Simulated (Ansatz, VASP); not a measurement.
# Te: VASP beside Ansatz

INCAR

```
PREC     = Accurate       # precision mode
ENCUT    = 520            # plane-wave cutoff, eV
EDIFF    = 1E-6           # SCF threshold, eV
ISMEAR   = -1             # smearing method
SIGMA    = 0.1            # smearing width, eV
LREAL    = F              # projectors in reciprocal space
LASPH    = T              # aspherical terms in the spheres
NELM     = 60             # most SCF steps
ALGO     = Normal         # electronic algorithm
ISIF     = 2              # what is computed and relaxed
LWAVE    = F              # write WAVECAR
LCHARG   = F              # write CHGCAR
GGA      = PS             # functional
NBANDS   = 9              # bands
```

File KPOINTS:

```
regular mesh
0
Gamma
  13 13 13
```

Contents of POSCAR:

```
Te
1.0
   -1.8114684316      1.8114684316      1.8114684316
    1.8114684316     -1.8114684316      1.8114684316
    1.8114684316      1.8114684316     -1.8114684316
Te
1
Direct
    0.0000000000      0.0000000000      0.0000000000
```

Input for Ansatz:

```yaml
crystal:
  lattice:
    - [-1.8114684316, 1.8114684316, 1.8114684316]
    - [1.8114684316, -1.8114684316, 1.8114684316]
    - [1.8114684316, 1.8114684316, -1.8114684316]
  atoms:
    - { symbol: Te, position: [0.0, 0.0, 0.0] }
hamiltonian:
  xc: pbesol
  pseudopotentials:
    kind: paw
    azcp:
      Te: "pseudopotentials/Te.paw.azcp"
basis:
  ecutwfc: 420
  fft_grid_basis: typed
kpoints:
  mp_grid: { grid: [13, 13, 13], shift: [0, 0, 0] }
magnetization:
  spin_polarized: false
scf:
  occupations: { method: fermi_dirac, width: 0.1 }
  lower_state_search: "off"
output:
  stress: true
```

Alike in both runs: task single point; functional PBEsol; k mesh 13 × 13 × 13; occupations fermi-dirac, width 0.1 eV; no spin polarisation.

|  | VASP | Ansatz |
| --- | --- | --- |
| version | VASP 6.6.1 | Ansatz 0.2.0 |
| potentials or method | VASP PAW PBE potentials, release 64 (Te), cutoff 520 eV | plane waves (420 eV) with PAW, scalar-relativistic |
| valence electrons in the cell | 6 | 16 |

VASP gave:

- pressure (GPa): 11.5

**Question.** Estimate Ansatz's values.

**Answer.** Pressure (GPa): 11.4.

VASP's potentials were made for PBE, not for PBEsol, and Ansatz warns of the same on its side. With one functional, cell and mesh, what is left measures potentials, basis and numerics. VASP's potentials hold 6 valence electrons a cell and Ansatz's 16, so a difference there can come from the potentials and not from the codes.

Neither program's run includes spin-orbit coupling.
